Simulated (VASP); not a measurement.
Wanted: the native input for a VASP 6.6.1 run.

- Task: single point
- Functional: LDA
- Potentials or basis: VASP PAW LDA potentials, release 64 (O)
- Cutoff: 520 eV
- k mesh: 22 × 22 × 22
- Occupations: gaussian, width 0.15 eV
- Spin: no spin polarisation
- Dipole correction: no
- Further INCAR settings: ALGO = Normal; EDIFF = 1e-07; NBANDS = 13

The structure of O lies in POSCAR:

```
O
1.0
    0.0000000000      1.6231723000      3.6939594584
    1.6126935410      0.0000000000      3.6939594584
    1.6126935410      1.6231723000      0.0000000000
O
2
Direct
    0.0808467867      0.0808467867      0.9191532133
    0.9191532133      0.9191532133      0.0808467867
```

These files were run (other wordings do the same):

INCAR

```
ALGO = Normal ; EDIFF = 1E-7
ENCUT = 520 ; ISIF = 2
ISMEAR = 0 ; LASPH = T
LCHARG = T ; LELF = T
LREAL = F ; LVHAR = T
LWAVE = F ; NBANDS = 13
NELM = 100 ; PREC = Accurate
SIGMA = 0.15
```

KPOINTS

```
k-points
0
Gamma
  22 22 22
```

Potentials or basis: VASP PAW LDA potentials, release 64 (O).

Launch:

```console
$ cat potpaw_LDA.64/O/POTCAR > POTCAR
$ mpirun -np 1 vasp_std > vasp.out
```

It gave:

```json
{
  "Pressure": "6.0 GPa",
  "Largest force": "1.914 eV/Å",
  "Band gap on the k mesh": "zero (bands 6 and 7 overlap by 3.11 eV)"
}
```

Caveat: the standard files for N, O and F lose accuracy on very short bonds; spin is off for a triplet molecule; the stress differs along the axes, from -0 to 18 GPa; forces of over 1 eV/Å act on the atoms, so gaps and moduli don't describe the material at rest.

Wall time 4.6 min on 1 thread of Intel(R) Xeon(R) Platinum 8488C (Sapphire Rapids), with other jobs on the host, peak memory 0.37 GiB.
